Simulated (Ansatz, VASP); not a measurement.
As in VASP and in Ansatz

```
As
1.0
     1.88080    1.08588    3.51406
    -1.88080    1.08588    3.51406
     0.00000   -2.17176    3.51406
As
2
Direct
  0.77400 0.77400 0.77400
  0.22600 0.22600 0.22600
```

Alike in both runs: task single point; functional LDA; k mesh 8 × 8 × 8; occupations fermi-dirac, width 0.0272 eV; no spin polarisation.

```csv
,VASP,Ansatz
version,VASP 6.6.1,Ansatz 0.2.0
potentials or method,"VASP PAW LDA potentials, release 64 (As), cutoff 520 eV","all-electron LAPW, scalar-relativistic"
```

```tsv
	VASP	Ansatz	Ansatz less VASP
pressure (GPa)	-0.9	-1.3	-0.41
traceless stress, the component that is largest in VASP (GPa)	-0.53	-0.36	+0.164
rms of the force components (eV/Å)	0.185	0.144	-0.0406
```

LDA's correlation is that of Perdew and Zunger in VASP and of Perdew and Wang (1992) in Ansatz. Atom by atom the forces differ by 0.041 eV/Å (rms over components). Ansatz ran all-electron here, and VASP with PAW potentials. Ansatz's warnings: optics on partly filled bands.
